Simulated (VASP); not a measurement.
Wanted: the native input for a VASP 6.6.1 run.

| Item | Value |
| --- | --- |
| Task | single point |
| Functional | PBE |
| Potentials or basis | VASP PAW PBE potentials, release 64 (Si, C) |
| Cutoff | 520 eV |
| k mesh | 12 × 12 × 2 |
| Occupations | gaussian, width 0.02 eV |
| Spin | no spin polarisation |
| Dipole correction | no |
| Further INCAR settings | ALGO = Normal; EDIFF = 1e-06; NBANDS = 36 |

The structure of SiC lies in POSCAR:

```
SiC
1.0
    3.0950015816      0.0000000029      0.0000000000
   -1.5475007933      2.6803499930      0.0000000000
    0.0000000000      0.0000000000     15.1865709581
Si C
6 6
Direct
    0.3333333333      0.6666666667      0.8329927008
    0.6666666667      0.3333333333      0.3329927008
    0.6666666667      0.3333333333      0.6665012399
    0.3333333333      0.6666666667      0.1665012399
    0.0000000000      0.0000000000      0.4997230252
    0.0000000000      0.0000000000      0.9997230252
    0.0000000000      0.0000000000      0.8743713554
    0.0000000000      0.0000000000      0.3743713554
    0.3333333333      0.6666666667      0.7079991940
    0.6666666667      0.3333333333      0.2079991940
    0.6666666667      0.3333333333      0.5415134847
    0.3333333333      0.6666666667      0.0415134847
```

The input as run:

INCAR

```
SYSTEM = SiC
ALGO = Normal ; EDIFF = 1E-6
ENCUT = 520 ; GGA = PE
ISIF = 2 ; ISMEAR = 0
LASPH = .TRUE. ; LCHARG = .FALSE.
LREAL = .FALSE. ; LWAVE = .FALSE.
NBANDS = 36 ; NELM = 80
PREC = Accurate ; SIGMA = 0.02
```

KPOINTS

```
k-points
0
G
  12 12 2
  0 0 0
```

Potentials or basis: VASP PAW PBE potentials, release 64 (Si, C).

Run with:

```bash
$ cat potpaw_PBE.64/Si/POTCAR potpaw_PBE.64/C/POTCAR > POTCAR
$ mpirun -np 1 vasp_std > vasp.out
```

Results of the run:

The pressure is 0.0 GPa and the band gap on the k mesh is 2.03 eV (least direct gap 3.12 eV).

It took 2.6 min on 1 thread of AMD EPYC 7R43 64-Core Processor (Zen 3), with other jobs on the host, peak memory 0.26 GiB.
